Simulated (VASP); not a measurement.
Wanted: the native input for a VASP 6.6.1 run.

```yaml
Task: single point
Functional: PBE
Potentials_or_basis: VASP PAW PBE potentials, release 64 (Ag, Cl)
Cutoff: 520 eV
k_mesh: 8 × 8 × 8
Occupations: gaussian, width 0.02 eV
Spin: no spin polarisation
Dipole_correction: no
Further_INCAR_settings: ALGO = Normal; EDIFF = 1e-06; NBANDS = 16
```

The structure of AgCl lies in POSCAR:

```
AgCl
1.0
   -0.0199389485      2.7589792035      2.7503547070
    2.7681028670     -0.0189683460      2.7493841045
    2.7758954185      2.7658011525     -0.0267608975
Ag Cl
1 1
Direct
    0.4906604403      0.5037790960      0.5029497142
    0.0093395597     -0.0037790960     -0.0029497142
```

This cell differs from its parent crystal: atoms moved at random and the cell strained at random.

The input as run:

INCAR

```
SYSTEM = AgCl
PREC     = Accurate       ! precision mode
ENCUT    = 520            ! plane-wave cutoff, eV
EDIFF    = 1E-6           ! SCF threshold, eV
ISMEAR   = 0              ! smearing method
SIGMA    = 0.02           ! smearing width, eV
LREAL    = .FALSE.        ! projectors in reciprocal space
LASPH    = .TRUE.         ! aspherical terms in the spheres
NELM     = 60             ! most SCF steps
ALGO     = Normal         ! electronic algorithm
ISIF     = 2              ! what is computed and relaxed
LWAVE    = .FALSE.        ! write WAVECAR
LCHARG   = .FALSE.        ! write CHGCAR
GGA      = PE             ! functional
NBANDS   = 16             ! bands
```

KPOINTS

```
Automatic mesh
0
G
  8 8 8
  0 0 0
```

Potentials or basis: VASP PAW PBE potentials, release 64 (Ag, Cl).

The run is started by

```console
$ cat potpaw_PBE.64/Ag/POTCAR potpaw_PBE.64/Cl/POTCAR > POTCAR
$ mpirun -np 1 vasp_std > vasp.out
```

It gave:

```json
{
  "Pressure": "1.6 GPa",
  "Largest force": "0.068 eV/Å",
  "Band gap on the k mesh": "0.88 eV, indirect (least direct gap 3.07 eV)"
}
```

Caveat: the cell differs from its parent crystal (atoms moved at random and the cell strained at random).

Run time: 77 s on 1 thread of Intel(R) Xeon(R) 6975P-C (Granite Rapids), with other jobs on the host, peak memory 0.3 GiB.
